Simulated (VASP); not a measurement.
A run of VASP 6.6.1 is set up as follows.

Contents of POSCAR:

```
SrTiO3
1.0
    3.9068462683      0.0000000000      0.0000000000
    0.0000000000      3.9068462683      0.0000000000
    0.0000000000      0.0000000000      3.9068462683
Sr Ti O
1 1 3
Direct
    0.5000000000      0.5000000000      0.5000000000
    0.0000000000      0.0000000000      0.0000000000
    0.5000000000      0.0000000000      0.0000000000
    0.0000000000      0.5000000000      0.0000000000
    0.0000000000      0.0000000000      0.5000000000
```

Contents of INCAR.step1:

```
PREC     = Accurate       # precision mode
ENCUT    = 660            # plane-wave cutoff, eV
ISMEAR   = 0              # smearing method
SIGMA    = 0.01           # smearing width, eV
LREAL    = F              # projectors in reciprocal space
LASPH    = T              # aspherical terms in the spheres
NELM     = 120            # most SCF steps
GGA      = PE             # functional
ALGO     = Normal         # electronic algorithm
EDIFF    = 1E-5           # SCF threshold, eV
LWAVE    = T              # write WAVECAR
LCHARG   = F              # write CHGCAR
GGA_COMPAT= F            
IBRION   = 2              # ionic algorithm
ISIF     = 3              # what is computed and relaxed
EDIFFG   = -0.005         # ionic threshold
NELMIN   = 4            
NSW      = 100            # ionic steps
```

INCAR.step2

```
PREC     = Accurate       # precision mode
ENCUT    = 660            # plane-wave cutoff, eV
EDIFF    = 1E-7           # SCF threshold, eV
ISMEAR   = 0              # smearing method
SIGMA    = 0.01           # smearing width, eV
LREAL    = F              # projectors in reciprocal space
LASPH    = T              # aspherical terms in the spheres
NELM     = 120            # most SCF steps
ALGO     = Normal         # electronic algorithm
ISIF     = 3              # what is computed and relaxed
LWAVE    = F              # write WAVECAR
LCHARG   = F              # write CHGCAR
METAGGA  = R2SCAN         # meta-GGA
LMIXTAU  = T            
IBRION   = 2              # ionic algorithm
NSW      = 100            # ionic steps
EDIFFG   = -0.002         # ionic threshold
PSTRESS  = 100.0        
ISTART   = 1            
GGA_COMPAT= F            
NELMIN   = 4
```

File KPOINTS:

```
Automatic mesh
0
Gamma
  6 6 6
```

Potentials or basis: VASP PAW PBE potentials, release 64 (Sr_sv, Ti_sv, O).

Run with:

```bash
$ cat potpaw_PBE.64/Sr_sv/POTCAR potpaw_PBE.64/Ti_sv/POTCAR potpaw_PBE.64/O/POTCAR > POTCAR
$ cp INCAR.step1 INCAR
$ mpirun -np 1 vasp_std > vasp.out
$ cp INCAR.step2 INCAR
$ mpirun -np 1 vasp_std > vasp.out
```

(1) What does it give for the band gap on the k mesh?

(2) Estimate the space group after relaxing (to 0.05 Å).

(3) Predict the relaxed volume.

Answers

(1) 2.37 eV, indirect (least direct gap 2.73 eV).

(2) Pm-3m (No. 221).

(3) 11.42 Å³/atom.

Caveat: the cell is relaxed towards a set pressure, so the enthalpy falls and the energy may rise; the PAW data sets were made with another functional, which shifts forces and pressure a little.
